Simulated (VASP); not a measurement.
# MgO in VASP: further runs, part 3 of 3

VASP 6.6.1. The steps go on from the part before.

### Step 6. Single point, PBE (mode 4 frozen in at -0.037 Å and mode 5 at -0.112 Å (largest displacements))

Contents of INCAR:

```
SYSTEM = MgO
PREC = Accurate
ENCUT = 520
EDIFF = 1E-6
ISMEAR = 0
SIGMA = 0.05
LREAL = .False.
LASPH = .True.
NELM = 100
ALGO = Normal
ISIF = 2
LWAVE = .False.
LCHARG = .False.
GGA = PE
NBANDS = 16
```

Contents of KPOINTS:

```
Automatic mesh
0
Gamma
  9 9 6
  0 0 0
```

Contents of POSCAR:

```
MgO
1.0
    3.3152854007      0.0000000000      0.0000000000
   -1.6576427004      2.8711213778      0.0000000000
    0.0000000000      0.0000000000      5.1215474231
Mg O
2 2
Direct
    0.3025778424      0.6276575182      0.0063188067
    0.6974221576      0.3723424818      0.5063188067
    0.3617497915      0.7027090708      0.3982811933
    0.6382502085      0.2972909292      0.8982811933
```

Potentials or basis: VASP PAW PBE potentials, release 64 (Mg, O).

Run with:

```console
cat potpaw_PBE.64/Mg/POTCAR potpaw_PBE.64/O/POTCAR > POTCAR
mpirun -np 1 vasp_std > vasp.out
```

OUTCAR:

```text
SYSTEM = MgO
   PREC = Accurate
   ENCUT = 520
   EDIFF = 1E-6
   ISMEAR = 0
   LREAL = .False.
   LASPH = .True.
   NELM = 100
   ISIF = 2
   GGA = PE

 ion  position               nearest neighbor table
   1  0.303  0.628  0.006-   4 1.99   4 1.99   4 2.00   3 2.02   2 3.10   2 3.10   2 3.18   2 3.18
                             2 3.34   2 3.34
   2  0.697  0.372  0.506-   3 1.99   3 1.99   3 2.00   4 2.02   1 3.10   1 3.10   1 3.18   1 3.18
                             1 3.34   1 3.34
   3  0.362  0.703  0.398-   2 1.99   2 1.99   2 2.00   1 2.02
   4  0.638  0.297  0.898-   1 1.99   1 1.99   1 2.00   2 2.02

  LATTYP: Found a hexagonal cell.
 ALAT       =     3.3152854007
 C/A-ratio  =     1.5448285152

  Lattice vectors:

 A1 = (   3.3152854007,   0.0000000000,   0.0000000000)
 A2 = (  -1.6576427004,   2.8711213778,   0.0000000000)
 A3 = (   0.0000000000,   0.0000000000,   5.1215474231)

Analysis of symmetry for initial positions (statically):
=====================================================================
 Subroutine PRICEL returns:
 Original cell was already a primitive cell.

 Routine SETGRP: Setting up the symmetry group for a
 hexagonal supercell.

 Subroutine GETGRP returns: Found  2 space group operations
 (whereof  1 operations were pure point group operations)
 out of a pool of 24 trial point group operations.

The static configuration has the point symmetry C_1 .
 The point group associated with its full space group is C_2 .

Analysis of symmetry for dynamics (positions and initial velocities):
=====================================================================
 Subroutine PRICEL returns:
 Original cell was already a primitive cell.

 Routine SETGRP: Setting up the symmetry group for a
 hexagonal supercell.

 Subroutine GETGRP returns: Found  2 space group operations
 (whereof  1 operations were pure point group operations)
 out of a pool of 24 trial point group operations.

The dynamic configuration has the point symmetry C_1 .
[... 127 lines left out ...]
  Thomas-Fermi vector in A             =   2.265943
   LORBIT       =      0    0 simple, 1 ext, 2 COOP (PROOUT), +10 PAW based schemes
   GGA     = PE    functional components
   LHFCALC =     F    Hartree Fock is set to
   AEXX    =    0.0000 exact exchange contribution
   IVDW    =     0    specifies the selected vdW correction
   LEPSILON=     F    determine dielectric tensor
   LRPA    =     F    only Hartree local field effects (RPA)
 non-spin polarized calculation
 Gauss-broadening in eV      SIGMA  =   0.05
  energy-cutoff  :      520.00
  volume of cell :       48.75
 maximum number of plane-waves:      1339
 NGX is ok and might be reduce to    28
   NGX = 13   NGY = 13   NGZ = 19

 number of electron      16.0000004 magnetization

 Free energy of the ion-electron system (eV)
  ---------------------------------------------------
  ext. energy  EPLUGINS =         0.00000000
  ---------------------------------------------------
  free energy    TOTEN  =       -23.46813576 eV

  energy without entropy =      -23.46813576  energy(sigma->0) =      -23.46813576

 E-fermi :   1.1685     XC(G=0):  -9.6101

 val. band max:        0.9464068666   @ k =   0.0000   0.0000   0.0000
 cond. band min:       4.2454897503   @ k =   0.0000   0.0000   0.0000
 fundamental gap:      3.2990828837
 Fermi energy:         1.1685419624

 k-point     1 :       0.0000    0.0000    0.0000
  band No.  band energies     occupation
      1     -15.1755      2.00000
      2     -14.4487      2.00000
      3      -2.2344      2.00000
      4       0.2450      2.00000
      5       0.3476      2.00000
      6       0.4881      2.00000
[... 433 lines left out ...]
      3      -1.6360      2.00000
      4      -1.1648      2.00000
      5      -0.8654      2.00000
      6      -0.3130      2.00000
[... 8 lines left out ...]
     15      14.7185      0.00000
     16      16.5887      0.00000

 [... further k-points ...]

------------------------ aborting loop because EDIFF is reached ----------------------------------------

  FORCE on cell =-STRESS in cart. coord.  units (eV):
  Direction    XX          YY          ZZ          XY          YZ          ZX
  --------------------------------------------------------------------------------------
  -------------------------------------------------------------------------------------
  Total       -0.1712106     -0.3573364     -0.0981881     -0.0690183      0.0000000      0.0000000
  in kB       -5.6268789    -11.7439493     -3.2269761     -2.2683050      0.0000000      0.0000000
  external PRESSURE =      -6.8659348 kB  Pullay stress =       0.0000000 kB

 VOLUME and BASIS-vectors are now :
 -----------------------------------------------------------------------------
  energy-cutoff  :      520.00
  volume of cell :       48.75
      direct lattice vectors                 reciprocal lattice vectors
     3.315285401  0.000000000  0.000000000     0.301633156  0.174147984  0.000000000
    -1.657642700  2.871121378  0.000000000     0.000000000  0.348295968  0.000000000
     0.000000000  0.000000000  5.121547423     0.000000000  0.000000000  0.195253488

 POSITION                                       TOTAL-FORCE (eV/Angst)
 -----------------------------------------------------------------------------------
     -0.03730      1.80208      0.03236         0.140749      0.313223      0.070363
      1.69494      1.06904      2.59314        -0.140749     -0.313223      0.070363
      0.03446      2.01756      2.03982        -0.056321     -0.232018     -0.070363
      1.62318      0.85356      4.60059         0.056321      0.232018     -0.070363
 -----------------------------------------------------------------------------------
    total drift:                               -0.000000     -0.000000     -0.001360

  FREE ENERGIE OF THE ION-ELECTRON SYSTEM (eV)
  ---------------------------------------------------
  free  energy   TOTEN  =       -23.4681357628 eV

  energy  without entropy=      -23.4681357628  energy(sigma->0) =      -23.46813576
```

OSZICAR:

```text
N       E                     dE             d eps       ncg     rms          rms(c)
DAV:   1     0.619352196434E+02    0.61935E+02   -0.74245E+03  5248   0.877E+02
DAV:   2    -0.234976719653E+02   -0.85433E+02   -0.78409E+02  7208   0.195E+02
DAV:   3    -0.277077962881E+02   -0.42101E+01   -0.42003E+01  5992   0.452E+01
DAV:   4    -0.277254499916E+02   -0.17654E-01   -0.17653E-01  6464   0.344E+00
DAV:   5    -0.277255391794E+02   -0.89188E-04   -0.89188E-04  6064   0.235E-01    0.117E+01
DAV:   6    -0.235328638887E+02    0.41927E+01   -0.12492E+01  5248   0.262E+01    0.398E+00
DAV:   7    -0.234756742217E+02    0.57190E-01   -0.18622E-01  5312   0.345E+00    0.221E+00
DAV:   8    -0.234698937420E+02    0.57805E-02   -0.10371E-01  5552   0.347E+00    0.519E-01
DAV:   9    -0.234673377741E+02    0.25560E-02   -0.31999E-03  6760   0.519E-01    0.181E-01
DAV:  10    -0.234681109010E+02   -0.77313E-03   -0.15910E-03  5328   0.257E-01    0.284E-02
DAV:  11    -0.234681353178E+02   -0.24417E-04   -0.17245E-05  6368   0.270E-02    0.209E-02
DAV:  12    -0.234681357178E+02   -0.40000E-06   -0.10814E-05  5320   0.279E-02    0.154E-03
DAV:  13    -0.234681357628E+02   -0.45041E-07   -0.34781E-07  3456   0.401E-03
   1 F= -.23468136E+02 E0= -.23468136E+02  d E =-.157589E-12
```

stdout:

```text
POSCAR found type information on POSCAR MgO
 POSCAR found :  2 types and       4 ions
 scaLAPACK will be used
 LDA part: xc-table for (Slater+PW92), standard interpolation
 POSCAR, INCAR and KPOINTS ok, starting setup
 FFT: planning ... GRIDC
 FFT: planning ... GRID_SOFT
 FFT: planning ... GRID
 WAVECAR not read
 entering main loop
```

Wall time 58 s (1 thread of Intel Xeon 6975P-C (Granite Rapids), shared host); peak memory 0.26 GiB.

What came out:

| Quantity | Value |
| --- | --- |
| Free energy | -23.4681 eV |
| Pressure | -0.7 GPa |
| Largest force | 0.351 eV/Å |
| Band gap on the k mesh | 3.30 eV, direct |

Forces in eV/Å, atoms in the order of the input:
```
Mg   0.141  0.313  0.070
Mg  -0.141 -0.313  0.070
O   -0.056 -0.232 -0.070
O    0.056  0.232 -0.070
```

Levels at points of the mesh, in eV from the valence-band top:
| k point | band 6 | band 7 | band 8 | band 9 | band 10 | band 11 |
| --- | --- | --- | --- | --- | --- | --- |
| (0.00, 0.00, 0.00) | -0.46 | -0.27 | 0.00 | 3.30 | 8.24 | 9.92 |
| (0.00, 0.00, 0.50) | -0.53 | -0.49 | -0.49 | 5.74 | 5.74 | 12.77 |

Caveat: the cell differs from its parent crystal (mode 4 frozen in at -0.037 Å and mode 5 at -0.112 Å (largest displacements)).
